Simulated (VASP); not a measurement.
Write the native input for VASP 6.6.1 that does the following.

| Property | Result |
| --- | --- |
| Task | single point |
| Functional | PBE |
| Potentials or basis | VASP PAW PBE potentials, release 64 (Se) |
| Cutoff | 520 eV |
| k mesh | 16 × 16 × 16 |
| Occupations | gaussian, width 0.1 eV |
| Spin | no spin polarisation |
| Dipole correction | no |
| Further INCAR settings | ALGO = Normal; EDIFF = 1e-07; NBANDS = 9 |

The structure of Se lies in POSCAR:

```
Se
1.0
   -1.6663986075      1.6670288835      1.6529243290
    1.6663986075     -1.8033047727      1.7892002182
    1.6663986075      1.8033047727     -1.7892002182
Se
1
Direct
    0.0000000000      0.0000000000      0.0000000000
```

This cell differs from its parent crystal: strained.

The input as run:

INCAR

```
ALGO = Normal ; EDIFF = 1E-7
ENCUT = 520 ; GGA = PE
ISIF = 2 ; ISMEAR = 0
LASPH = True ; LCHARG = True
LELF = True ; LREAL = False
LVHAR = True ; LWAVE = False
NBANDS = 9 ; NELM = 60
PREC = Accurate ; SIGMA = 0.1
```

KPOINTS

```
k-points
0
Gamma
  16 16 16
```

Potentials or basis: VASP PAW PBE potentials, release 64 (Se).

The run is started by

```sh
$ cat potpaw_PBE.64/Se/POTCAR > POTCAR
$ mpirun -np 1 vasp_std > vasp.out
```

Results of the run:

The pressure is 2.0 GPa. The band gap on the k mesh is zero (band 3 reaches 8.97 eV, above the bottom of band 4 at 2.10 eV).

Caveat: the cell differs from its parent crystal (strained).

Run time: 83 s on 1 thread of Intel(R) Xeon(R) Platinum 8259CL CPU @ 2.50GHz (Skylake/Cascade Lake), with other jobs on the host, peak memory 0.3 GiB.
